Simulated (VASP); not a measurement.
Input of a VASP 6.6.1 run:

The input INCAR:

```
PREC = Accurate ; ENCUT = 600
EDIFF = 1E-6 ; ISMEAR = 0
SIGMA = 0.1 ; LREAL = False
LASPH = True ; NELM = 60
ALGO = Normal ; ISIF = 3
LWAVE = False ; LCHARG = False
GGA = PE ; IBRION = 2
NSW = 90 ; EDIFFG = -0.04
```

The input KPOINTS:

```
Automatic mesh
0
Gamma
  3 3 4
```

POSCAR

```
PtSeS4
1.0
    5.8273217300      0.0000000000      0.0000000000
   -2.9136608700      5.0466086600      0.0000000000
    0.0000000000      0.0000000000      4.8139557100
Pt Se S
1 1 4
Direct
    0.3333333300      0.6666666700      0.0000000000
    0.0000000000      0.0000000000      0.0000000000
    0.6666666700      0.3333333300      0.0000000000
    0.4993275100      0.9986550200      0.5000000000
    0.0013449800      0.5006724900      0.5000000000
    0.4993275100      0.5006724900      0.5000000000
```

Potentials or basis: VASP PAW PBE potentials, release 64 (Pt, Se, S).

The run is started by

```bash
$ cat potpaw_PBE.64/Pt/POTCAR potpaw_PBE.64/Se/POTCAR potpaw_PBE.64/S/POTCAR > POTCAR
$ mpirun -np 1 vasp_std > vasp.out
```

(1) Estimate the relaxed volume.

(2) Predict the space group after relaxing (to 0.1 Å).

(3) What does it give for the band gap on the k mesh?

(4) Predict the relaxed cell.

## Answers

(1) 19.56 Å³/atom.

(2) P-6m2 (No. 187).

(3) zero (bands 20 and 21 overlap by 1.57 eV).

(4) a = 6.529 Å, b = 6.529 Å, c = 3.179 Å, α = 90.00°, β = 90.00°, γ = 120.00°.

Caveat: the k points lie up to 0.49 Å⁻¹ apart in the final cell, too coarse for converged energies and pressures of a metal; the volume moved by over 15 % at a fixed basis, so the end points are rough; spin-orbit coupling is left out, which moves the levels of the heavy elements.
